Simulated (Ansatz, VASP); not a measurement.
# PbS: VASP beside Ansatz

```
CELL_PARAMETERS angstrom
2.11197 1.21935 3.72693
-2.11197 1.21935 3.72693
0.00000 -2.43870 3.72693
ATOMIC_POSITIONS crystal
Pb 0.97815 0.97815 0.97815
S 0.47745 0.47745 0.47745
```

Alike in both runs: task single point; functional r2SCAN; k mesh 9 × 9 × 9; occupations gaussian, width 0.05 eV; no spin polarisation.

|  | VASP | Ansatz |
| --- | --- | --- |
| version | VASP 6.6.1 | Ansatz 0.2.0 |
| potentials or method | VASP PAW PBE potentials, release 64 (Pb_d, S), cutoff 520 eV | scalar-relativistic, plane waves, PAW |
| valence electrons in the cell | 20 | 20 |

|  | VASP | Ansatz | Ansatz less VASP |
| --- | --- | --- | --- |
| pressure (GPa) | -3.9 | -3.9 | +0.03 |
| traceless stress, the component that is largest in VASP (GPa) | -2.43 | -2.44 | -0.001 |
| rms of the force components (eV/Å) | 0.006 | 0.006 | +0.0001 |

VASP's potentials were made for PBE, not for r2SCAN. Atom by atom the forces differ by 0.000 eV/Å (rms over components).

Spin-orbit coupling is off throughout.
